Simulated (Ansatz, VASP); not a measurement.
Two plane-wave programs on Cr

Contents of INCAR:

```
PREC = Accurate
ENCUT = 520
EDIFF = 1E-6
ISMEAR = -1
SIGMA = 0.05
LREAL = False
LASPH = True
NELM = 150
ALGO = Normal
ISIF = 2
LWAVE = False
LCHARG = True
ISPIN = 2
MAGMOM = 3 3
LORBIT = 11
LMAXMIX = 4
GGA = CA
LELF = True
LVHAR = True
NBANDS = 23
```

The input KPOINTS:

```
regular mesh
0
Gamma
  11 11 6
```

POSCAR

```
Cr
1.0
    2.7140000000      0.0000000000      0.0000000000
   -1.3570000000      2.3503929459      0.0000000000
    0.0000000000      0.0000000000      4.4100000000
Cr
2
Direct
    0.6666666667      0.3333333333      0.7500000000
    0.3333333333      0.6666666667      0.2500000000
```

File input.yaml:

```yaml
crystal:
  lattice:
    - [2.714, 0.0, 0.0]
    - [-1.357, 2.3503929459, 0.0]
    - [0.0, 0.0, 4.41]
  atoms:
    - { symbol: Cr, position: [0.6666666667, 0.3333333333, 0.75], spin: 3.0 }
    - { symbol: Cr, position: [0.3333333333, 0.6666666667, 0.25], spin: 3.0 }
hamiltonian:
  xc: lda
  pseudopotentials: { kind: paw }
magnetization:
  spin_polarized: true
kpoints:
  mp_grid: { grid: [11, 11, 6] }
  band_path:
    path:
      - [[0.0, 0.0, 0.0], [0.5, 0.0, 0.0], [0.3333333333, 0.3333333333, 0.0], [0.0, 0.0, 0.0], [0.0, 0.0, 0.5], [0.5, 0.0, 0.5], [0.3333333333, 0.3333333333, 0.5], [0.0, 0.0, 0.5]]
      - [[0.5, 0.0, 0.5], [0.5, 0.0, 0.0]]
      - [[0.3333333333, 0.3333333333, 0.0], [0.3333333333, 0.3333333333, 0.5]]
    npoints: 14
scf:
  occupations: { method: fermi_dirac, width: 0.05 }
  n_extra_bands: 6
output:
  forces: true
  stress: true
  eigenvalues: true
  fatbands: false
```

Alike in both runs: functional LDA; k mesh 11 × 11 × 6; occupations fermi-dirac, width 0.05 eV; collinear spin.

```csv
,VASP,Ansatz
version,VASP 6.6.1,Ansatz 0.2.0
potentials or method,"VASP PAW LDA potentials, release 64 (Cr_pv)",Ansatz PAW
plane-wave cutoff (eV),520,420
valence electrons in the cell,24,28
task,single point,band structure
```

Ansatz gave:

* gap on the k mesh at the Fermi level (eV): none
* net moment per atom (μB): 0.55
* size of the moment on the site where the two differ most (μB): 0.50

Q: Which values does VASP return?

A: gap on the k mesh at the Fermi level (eV): none; net moment per atom (μB): 0.24; size of the moment on the site where the two differ most (μB): 0.22.

The net moments are unlike, so the other rows may belong to different states. LDA's correlation is that of Perdew and Zunger in VASP and of Perdew and Wang (1992) in Ansatz. Site moments also hang on the region over which each program counts them. A gap of «none» marks a metal or a gap that the smearing closes. VASP's potentials hold 24 valence electrons a cell and Ansatz's 28, so a difference there can come from the potentials and not from the codes.
